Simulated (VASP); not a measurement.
# SnTe (F-43m) in VASP: settings compared, part 2 of 2

VASP 6.6.1. Earlier steps stand in the parts before.

## Step 3: Single point, PBE0

This run uses another cell than the first one, of 49.92 Å³/atom.

Input file POSCAR:

```
SnTe
1.0
    0.0000000000      3.6819707652      3.6819707652
    3.6819707652      0.0000000000      3.6819707652
    3.6819707652      3.6819707652      0.0000000000
Te Sn
1 1
Direct
    0.2500000000      0.2500000000      0.2500000000
    0.0000000000      0.0000000000      0.0000000000
```

Input file INCAR.step1:

```
PREC = Accurate
ENCUT = 520
EDIFF = 1E-5
ISMEAR = -1
SIGMA = 0.05
LREAL = F
LASPH = T
NELM = 60
ALGO = Normal
ISIF = 2
LWAVE = T
LCHARG = F
GGA = PE
NBANDS = 17
```

Input file INCAR.step2:

```
PREC = Accurate
ENCUT = 520
EDIFF = 1E-6
ISMEAR = -1
SIGMA = 0.05
LREAL = F
LASPH = T
NELM = 60
ALGO = Normal
ISIF = 2
LWAVE = F
LCHARG = F
GGA = PE
LHFCALC = T
AEXX = 0.25
PRECFOCK = Normal
ISTART = 1
NBANDS = 17
```

Input file KPOINTS:

```
regular mesh
0
Gamma
  4 4 4
```

Potentials or basis: VASP PAW PBE potentials, release 64 (Te, Sn_d).

Launch:

```sh
> cat potpaw_PBE.64/Te/POTCAR potpaw_PBE.64/Sn_d/POTCAR > POTCAR
> cp INCAR.step1 INCAR
> mpirun -np 1 vasp_std > vasp.out
> cp INCAR.step2 INCAR
> mpirun -np 1 vasp_std > vasp.out
```

OUTCAR:

```text
PREC = Accurate
   ENCUT = 520
   EDIFF = 1E-6
   ISMEAR = -1
   LREAL = F
   LASPH = T
   NELM = 60
   ISIF = 2
   GGA = PE
   LHFCALC = T
   AEXX = 0.25
   PRECFOCK = Normal
   ISTART = 1

 ion  position               nearest neighbor table
   1  0.250  0.250  0.250-   2 3.19   2 3.19   2 3.19   2 3.19
   2  0.000  0.000  0.000-   1 3.19   1 3.19   1 3.19   1 3.19

  LATTYP: Found a face centered cubic cell.
 ALAT       =     7.3639415304

  Lattice vectors:

 A1 = (   0.0000000000,   3.6819707652,   3.6819707652)
 A2 = (   3.6819707652,   0.0000000000,   3.6819707652)
 A3 = (   3.6819707652,   3.6819707652,   0.0000000000)

Analysis of symmetry for initial positions (statically):
=====================================================================
 Subroutine PRICEL returns:
 Original cell was already a primitive cell.

 Routine SETGRP: Setting up the symmetry group for a
 face centered cubic supercell.

 Subroutine GETGRP returns: Found 24 space group operations
[... 152 lines left out ...]
  free energy    TOTEN  =        -9.39237411 eV

  energy without entropy =       -9.39237272  energy(sigma->0) =       -9.39237342

 E-fermi :   2.7287     XC(G=0):  -5.7346

 val. band max:        2.1258106251   @ k =  -0.2500   0.5000   0.2500
 cond. band min:       3.2977083215   @ k =   0.5000   0.5000   0.0000
 fundamental gap:      1.1718976964
 Fermi energy:         2.7287048975

 k-point     1 :       0.0000    0.0000    0.0000
  band No.  band energies     occupation
      1     -22.0833      2.00000
      2     -22.0833      2.00000
      3     -22.0833      2.00000
      4     -22.0751      2.00000
      5     -22.0751      2.00000
      6     -10.3644      2.00000
[... 137 lines left out ...]
      4     -22.0756      2.00000
      5     -22.0750      2.00000
      6      -9.5889      2.00000
[... 9 lines left out ...]
     16      11.2872      0.00000
     17      11.3004      0.00000

------------------------ aborting loop because EDIFF is reached ----------------------------------------

  FORCE on cell =-STRESS in cart. coord.  units (eV):
  Direction    XX          YY          ZZ          XY          YZ          ZX
  --------------------------------------------------------------------------------------
  -------------------------------------------------------------------------------------
  Total       -1.2549612     -1.2549612     -1.2549612     -0.0000000      0.0000000      0.0000000
  in kB      -20.1404824    -20.1404824    -20.1404824     -0.0000000      0.0000000      0.0000000
  external PRESSURE =     -20.1404824 kB  Pullay stress =       0.0000000 kB

 VOLUME and BASIS-vectors are now :
 -----------------------------------------------------------------------------
  energy-cutoff  :      520.00
  volume of cell :       99.83
      direct lattice vectors                 reciprocal lattice vectors
     0.000000000  3.681970765  3.681970765    -0.135796841  0.135796841  0.135796841
     3.681970765  0.000000000  3.681970765     0.135796841 -0.135796841  0.135796841
     3.681970765  3.681970765  0.000000000     0.135796841  0.135796841 -0.135796841

 POSITION                                       TOTAL-FORCE (eV/Angst)
 -----------------------------------------------------------------------------------
      1.84099      1.84099      1.84099        -0.000000      0.000000     -0.000000
      0.00000      0.00000      0.00000         0.000000     -0.000000      0.000000
 -----------------------------------------------------------------------------------
    total drift:                               -0.000003     -0.000010     -0.000008

  FREE ENERGIE OF THE ION-ELECTRON SYSTEM (eV)
  ---------------------------------------------------
  free  energy   TOTEN  =        -9.3923741088 eV

  energy  without entropy=       -9.3923727220  energy(sigma->0) =       -9.39237342
```

OSZICAR.step1:

```text
N       E                     dE             d eps       ncg     rms          rms(c)
DAV:   1     0.118307808284E+03    0.11831E+03   -0.87931E+03   272   0.113E+03
DAV:   2     0.398215736635E+01   -0.11433E+03   -0.11202E+03   296   0.281E+02
DAV:   3    -0.685725929403E+01   -0.10839E+02   -0.10798E+02   328   0.866E+01
DAV:   4    -0.720667275425E+01   -0.34941E+00   -0.34926E+00   332   0.165E+01
DAV:   5    -0.722148785461E+01   -0.14815E-01   -0.14815E-01   391   0.293E+00    0.376E+00
DAV:   6    -0.704440010888E+01    0.17709E+00   -0.49660E-01   354   0.312E+00    0.244E+00
DAV:   7    -0.704458881800E+01   -0.18871E-03   -0.81479E-02   279   0.109E+00    0.108E+00
DAV:   8    -0.704680686214E+01   -0.22180E-02   -0.11048E-02   312   0.741E-01    0.208E-01
DAV:   9    -0.704723092204E+01   -0.42406E-03   -0.37584E-03   278   0.339E-01    0.619E-02
DAV:  10    -0.704749612216E+01   -0.26520E-03   -0.73863E-04   292   0.131E-01    0.466E-02
DAV:  11    -0.704764881328E+01   -0.15269E-03   -0.24775E-04   274   0.706E-02    0.232E-02
DAV:  12    -0.704765207604E+01   -0.32628E-05   -0.15379E-05   252   0.237E-02
   1 F= -.70476521E+01 E0= -.70458466E+01  d E =-.361104E-02
```

It took 9.7 min on 1 thread of Intel Xeon 6975P-C (Granite Rapids), shared host; peak memory 0.26 GiB.

What came out:

- Free energy: -9.3924 eV
- Pressure: -2.0 GPa
- Band gap on the k mesh: 1.17 eV (least direct gap 1.87 eV)

Caveat: the PAW data sets were made with another functional, which shifts forces and pressure a little; spin-orbit coupling is left out, which moves the levels of the heavy elements.

## Step 4: Single point, HSE06, non-collinear spin, zero start, spin-orbit coupling

Input file POSCAR:

```
SnTe
1.0
    0.0000000000      3.6111460000      3.6111460000
    3.6111460000      0.0000000000      3.6111460000
    3.6111460000      3.6111460000      0.0000000000
Te Sn
1 1
Direct
    0.2500000000      0.2500000000      0.2500000000
    0.0000000000      0.0000000000      0.0000000000
```

Input file INCAR.step1:

```
SYSTEM = SnTe
PREC = Accurate
ENCUT = 520
EDIFF = 1E-5
ISMEAR = -1
SIGMA = 0.05
LREAL = .FALSE.
LASPH = .TRUE.
NELM = 150
ALGO = Normal
ISIF = 2
LWAVE = .TRUE.
LNONCOLLINEAR = .TRUE.
MAGMOM = 0 0 0 0 0 0
LORBIT = 11
LSORBIT = .TRUE.
GGA_COMPAT = .FALSE.
LORBMOM = .TRUE.
NBANDS = 32
GGA = PE
```

Input file INCAR.step2:

```
SYSTEM = SnTe
PREC = Accurate
ENCUT = 520
EDIFF = 1E-6
ISMEAR = -1
SIGMA = 0.05
LREAL = .FALSE.
LASPH = .TRUE.
NELM = 150
ALGO = Normal
ISIF = 2
LWAVE = .FALSE.
LCHARG = .TRUE.
LNONCOLLINEAR = .TRUE.
MAGMOM = 0 0 0 0 0 0
LORBIT = 11
LSORBIT = .TRUE.
GGA_COMPAT = .FALSE.
LORBMOM = .TRUE.
GGA = PE
LHFCALC = .TRUE.
HFSCREEN = 0.2079
PRECFOCK = Normal
LVHAR = .TRUE.
NBANDS = 32
ISTART = 1
```

Input file KPOINTS:

```
Automatic mesh
0
G
  3 3 3
  0 0 0
```

Potentials or basis: VASP PAW PBE potentials, release 64 (Te, Sn_d).

Launch:

```sh
> cat potpaw_PBE.64/Te/POTCAR potpaw_PBE.64/Sn_d/POTCAR > POTCAR
> cp INCAR.step1 INCAR
> mpirun -np 1 vasp_ncl > vasp.out
> cp INCAR.step2 INCAR
> mpirun -np 1 vasp_ncl > vasp.out
```

OUTCAR:

```text
SYSTEM = SnTe
   PREC = Accurate
   ENCUT = 520
   EDIFF = 1E-6
   ISMEAR = -1
   LREAL = .FALSE.
   LASPH = .TRUE.
   NELM = 150
   ISIF = 2
   LNONCOLLINEAR = .TRUE.
   LORBIT = 11
   LSORBIT = .TRUE.
   GGA = PE
   LHFCALC = .TRUE.
   HFSCREEN = 0.2079
   PRECFOCK = Normal
   ISTART = 1

 ion  position               nearest neighbor table
   1  0.250  0.250  0.250-   2 3.13   2 3.13   2 3.13   2 3.13
   2  0.000  0.000  0.000-   1 3.13   1 3.13   1 3.13   1 3.13

  LATTYP: Found a face centered cubic cell.
 ALAT       =     7.2222920000

  Lattice vectors:

 A1 = (   0.0000000000,   3.6111460000,   3.6111460000)
 A2 = (   3.6111460000,   0.0000000000,   3.6111460000)
 A3 = (   3.6111460000,   3.6111460000,   0.0000000000)
[... 454 lines left out ...]
 l=   3
     0.0000000     0.0000000     0.0000000     0.0000000     0.0000000     0.0000000     0.0000000
     0.0000000     0.0000000     0.0000000     0.0000000     0.0000000     0.0000000     0.0000000
     0.0000000     0.0000000     0.0000000     0.0000000     0.0000000     0.0000000     0.0000000
     0.0000000     0.0000000     0.0000000     0.0000000     0.0000000     0.0000000     0.0000000
     0.0000000     0.0000000     0.0000000     0.0000000     0.0000000     0.0000000     0.0000000
     0.0000000     0.0000000     0.0000000     0.0000000     0.0000000     0.0000000     0.0000000
     0.0000000     0.0000000     0.0000000     0.0000000     0.0000000     0.0000000     0.0000000

 total charge

# of ion       s       p       d       tot
------------------------------------------
    1        1.350   2.083   0.017   3.450
    2        1.438   0.669   9.963  12.071
--------------------------------------------------
tot          2.789   2.753   9.980  15.521

 magnetization (x)

# of ion       s       p       d       tot
------------------------------------------
    1       -0.000  -0.000   0.000  -0.000
    2       -0.000  -0.000  -0.000  -0.000
--------------------------------------------------
tot         -0.000  -0.000  -0.000  -0.000

 magnetization (y)

# of ion       s       p       d       tot
------------------------------------------
    1       -0.000   0.000   0.000  -0.000
    2        0.000   0.000  -0.000   0.000
--------------------------------------------------
tot         -0.000   0.000  -0.000   0.000

 magnetization (z)

# of ion       s       p       d       tot
------------------------------------------
    1        0.000   0.000   0.000   0.000
    2       -0.000   0.000  -0.000  -0.000
--------------------------------------------------
tot         -0.000   0.000  -0.000  -0.000
```

OUTCAR.step1:

```text
SYSTEM = SnTe
   PREC = Accurate
   ENCUT = 520
   EDIFF = 1E-5
   ISMEAR = -1
   LREAL = .FALSE.
   LASPH = .TRUE.
   NELM = 150
   ISIF = 2
   LNONCOLLINEAR = .TRUE.
   LORBIT = 11
   LSORBIT = .TRUE.
   GGA = PE

[... 486 lines left out ...]

 magnetization (y)

# of ion       s       p       d       tot
------------------------------------------
    1        0.000   0.000  -0.000   0.000
    2        0.000  -0.000  -0.000  -0.000
--------------------------------------------------
tot          0.000   0.000  -0.000   0.000

 magnetization (z)

# of ion       s       p       d       tot
------------------------------------------
    1       -0.000   0.000   0.000   0.000
    2       -0.000   0.000   0.000  -0.000
--------------------------------------------------
tot         -0.000   0.000   0.000   0.000
```

Wall time 14 min (1 thread of AMD EPYC 9R45 (Zen 5), shared host); peak memory 0.59 GiB.

Results:

```
Free energy                                           : -8.7006 eV
Pressure                                              : -1.5 GPa
Net moment                                            : 0.00 μB per cell
Valence electrons inside the program's atomic spheres : Te 3.45; Sn 12.07
```

Moments on the atoms (μB; x, y, z):
```
Te  0.00 0.00 0.00
Sn  0.00 0.00 0.00
```

Caveat: the k points lie up to 0.50 Å⁻¹ apart; the PAW data sets were made with another functional, which shifts forces and pressure a little.

## Step 5: Single point, LDA

This run uses another cell than the first one, of 44.27 Å³/atom.

Input file INCAR:

```
SYSTEM = SnTe
PREC = Accurate
ENCUT = 520
EDIFF = 1E-6
ISMEAR = -1
SIGMA = 0.05
LREAL = .False.
LASPH = .True.
NELM = 100
ALGO = Normal
ISIF = 2
LWAVE = .False.
LCHARG = .True.
GGA = CA
LELF = .True.
LVHAR = .True.
NBANDS = 17
```

Input file KPOINTS:

```
Automatic mesh
0
Gamma
  7 7 7
  0 0 0
```

Input file POSCAR:

```
SnTe
1.0
    0.0000000000      3.5374284581      3.5374284581
    3.5374284581      0.0000000000      3.5374284581
    3.5374284581      3.5374284581      0.0000000000
Te Sn
1 1
Direct
    0.2500000000      0.2500000000      0.2500000000
    0.0000000000      0.0000000000      0.0000000000
```

Potentials or basis: VASP PAW LDA potentials, release 64 (Te, Sn_d).

Launch:

```sh
> cat potpaw_LDA.64/Te/POTCAR potpaw_LDA.64/Sn_d/POTCAR > POTCAR
> mpirun -np 1 vasp_std > vasp.out
```

Run time: 20 s. Hardware: 1 thread of AMD EPYC 9R45 (Zen 5), shared host; peak memory 0.17 GiB.

The run converged. Its results:

```yaml
Free_energy: -8.0476 eV
Pressure: -0.8 GPa
Band_gap_on_the_k_mesh: 0.11 eV (least direct gap 0.69 eV)
```

Levels at points of the mesh, in eV from the valence-band top:
| k point | band 8 | band 9 | band 10 | band 11 | band 12 | band 13 |
| --- | --- | --- | --- | --- | --- | --- |
| (0.00, 0.00, 0.00) | -1.89 | -1.89 | -1.89 | 1.09 | 1.09 | 1.09 |

Caveat: spin-orbit coupling is left out, which moves the levels of the heavy elements; an odd mesh through Γ misses points on the zone boundary, where band edges can lie.

## Step 6: Single point, LDA

This run uses another cell than the first one, of 45.21 Å³/atom.

Input file INCAR:

```
ALGO = Normal
EDIFF = 1E-7
ENCUT = 520
ISIF = 2
ISMEAR = -1
LASPH = True
LCHARG = False
LREAL = False
LWAVE = False
NBANDS = 17
NELM = 80
PREC = Accurate
SIGMA = 0.05
```

Input file KPOINTS:

```
k-points
0
Gamma
  7 7 7
```

Input file POSCAR:

```
SnTe
1.0
    0.0000000000      3.5623407469      3.5623407469
    3.5623407469      0.0000000000      3.5623407469
    3.5623407469      3.5623407469      0.0000000000
Te Sn
1 1
Direct
    0.2500000000      0.2500000000      0.2500000000
    0.0000000000      0.0000000000      0.0000000000
```

Potentials or basis: VASP PAW LDA potentials, release 64 (Te, Sn_d).

Launch:

```sh
> cat potpaw_LDA.64/Te/POTCAR potpaw_LDA.64/Sn_d/POTCAR > POTCAR
> mpirun -np 1 vasp_std > vasp.out
```

Run time: 19 s. Hardware: 1 thread of AMD EPYC 9R45 (Zen 5), shared host; peak memory 0.17 GiB.

Results (log left out):

```
Free energy            : -8.0359 eV
Pressure               : -1.3 GPa
Band gap on the k mesh : 0.16 eV (least direct gap 0.71 eV)
```

Levels at points of the mesh, in eV from the valence-band top:
| k point | band 6 | band 7 | band 8 | band 9 | band 10 | band 11 | band 12 | band 13 | band 14 | band 15 |
| --- | --- | --- | --- | --- | --- | --- | --- | --- | --- | --- |
| (0.00, 0.00, 0.00) | -11.60 | -5.00 | -1.83 | -1.83 | -1.83 | 1.12 | 1.12 | 1.12 | 4.06 | 6.62 |

Caveat: spin-orbit coupling is left out, which moves the levels of the heavy elements; an odd mesh through Γ misses points on the zone boundary, where band edges can lie.

## Step 7: The runs side by side

```tsv
level	potentials or basis	spin	cell	k mesh	grid for exact exchange (PRECFOCK)	share of exact exchange	screening parameter	gap on the mesh (eV)	pressure (GPa)	moment (μB)
PBE0	VASP PAW PBE potentials, release 64 (Te, Sn_d)	non-collinear, zero start, SOC	a = 5.107 Å, angles 60.0°, 2 atoms	3 × 3 × 3	Normal	0.25	-	-	-1.6	0.00
PBE0	VASP PAW PBE potentials, release 64 (Te, Sn_d)	off	a = 5.207 Å, angles 60.0°, 2 atoms	4 × 4 × 4	Normal	0.25	-	1.17	-2.0	-
HSE06	VASP PAW PBE potentials, release 64 (Te, Sn_d)	non-collinear, zero start, SOC	a = 5.107 Å, angles 60.0°, 2 atoms	3 × 3 × 3	Normal	0.25	0.2079 1/Å	-	-1.5	0.00
LDA	VASP PAW LDA potentials, release 64 (Te, Sn_d)	off	a = 5.003 Å, angles 60.0°, 2 atoms	7 × 7 × 7	-	-	-	0.11	-0.8	-
LDA	VASP PAW LDA potentials, release 64 (Te, Sn_d)	off	a = 5.038 Å, angles 60.0°, 2 atoms	7 × 7 × 7	-	-	-	0.16	-1.3	-
```

Alike in all rows: task single point; cutoff (eV) 520; smearing fermi-dirac 0.05 eV.

Caveats: some runs use coarse meshes; the PAW data sets were made with another functional, which shifts forces and pressure a little (at least some runs); spin-orbit coupling is left out, which moves the levels of the heavy elements (at least some runs); an odd mesh through Γ misses points on the zone boundary, where band edges can lie (at least some runs).

Absolute energies hang on the potentials; compare differences alone.
